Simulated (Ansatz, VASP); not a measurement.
**Al3BAs4: VASP beside Ansatz**

The input INCAR:

```
SYSTEM = Al3BAs4
PREC = Accurate ; ENCUT = 520
EDIFF = 1E-6 ; ISMEAR = 0
SIGMA = 0.1 ; LREAL = .FALSE.
LASPH = .TRUE. ; NELM = 80
ALGO = Normal ; ISIF = 2
LWAVE = .FALSE. ; LCHARG = .FALSE.
GGA = PE ; NBANDS = 26
```

The input KPOINTS:

```
regular mesh
0
G
  6 6 2
  0 0 0
```

Contents of POSCAR:

```
Al3BAs4
1.0
    3.7495469700      0.0000000000      0.0000000000
   -1.8747734900      3.2472029300      0.0000000000
    0.0000000000      0.0000000000     12.3245179400
Al B As
3 1 4
Direct
    0.3333333300      0.6666666700      0.0003415000
    0.3333333300      0.6666666700      0.5003415000
    0.6666666700      0.3333333300      0.7503415000
    0.6666666700      0.3333333300      0.2503415000
    0.3333333300      0.6666666700      0.1876585000
    0.3333333300      0.6666666700      0.6876585000
    0.6666666700      0.3333333300      0.4376585000
    0.6666666700      0.3333333300      0.9376585000
```

Input for Ansatz:

```yaml
crystal:
  lattice:
    - [3.74954697, 0.0, 0.0]
    - [-1.87477349, 3.24720293, 0.0]
    - [0.0, 0.0, 12.32451794]
  atoms:
    - { symbol: Al, position: [0.33333333, 0.66666667, 0.0003415] }
    - { symbol: Al, position: [0.33333333, 0.66666667, 0.5003415] }
    - { symbol: Al, position: [0.66666667, 0.33333333, 0.7503415] }
    - { symbol: B, position: [0.66666667, 0.33333333, 0.2503415] }
    - { symbol: As, position: [0.33333333, 0.66666667, 0.1876585] }
    - { symbol: As, position: [0.33333333, 0.66666667, 0.6876585] }
    - { symbol: As, position: [0.66666667, 0.33333333, 0.4376585] }
    - { symbol: As, position: [0.66666667, 0.33333333, 0.9376585] }
basis:
  ecutwfc: 420
kpoints:
  mp_grid: { grid: [6, 6, 2] }
hamiltonian:
  xc: pbe
scf:
  occupations: { method: gaussian, width: 0.1 }
  lower_state_search: "off"
output:
  forces: true
  stress: true
  eigenvalues: true
```

Alike in both runs: task single point; functional PBE; k mesh 6 × 6 × 2; occupations gaussian, width 0.1 eV; no spin polarisation.

|  | VASP | Ansatz |
| --- | --- | --- |
| version | VASP 6.6.1 | Ansatz 0.2.0 |
| potentials or method | VASP PAW PBE potentials, release 64 (Al, B, As), cutoff 520 eV | scalar-relativistic, plane waves, PAW |
| valence electrons in the cell | 32 | 72 |

|  | VASP | Ansatz | Ansatz less VASP |
| --- | --- | --- | --- |
| gap on the k mesh at the Fermi level (eV) | 1.16 | 1.17 | +0.007 |
| least direct gap on the mesh (eV) | 1.26 | 1.26 | -0.001 |
| pressure (GPa) | 13.7 | 13.4 | -0.35 |
| traceless stress, the component that is largest in VASP (GPa) | 0.29 | 0.30 | +0.009 |
| rms of the force components (eV/Å) | 0.865 | 0.861 | -0.0041 |

Atom by atom the forces differ by 0.005 eV/Å (rms over components). VASP's potentials hold 32 valence electrons a cell and Ansatz's 72, so a difference there can come from the potentials and not from the codes.
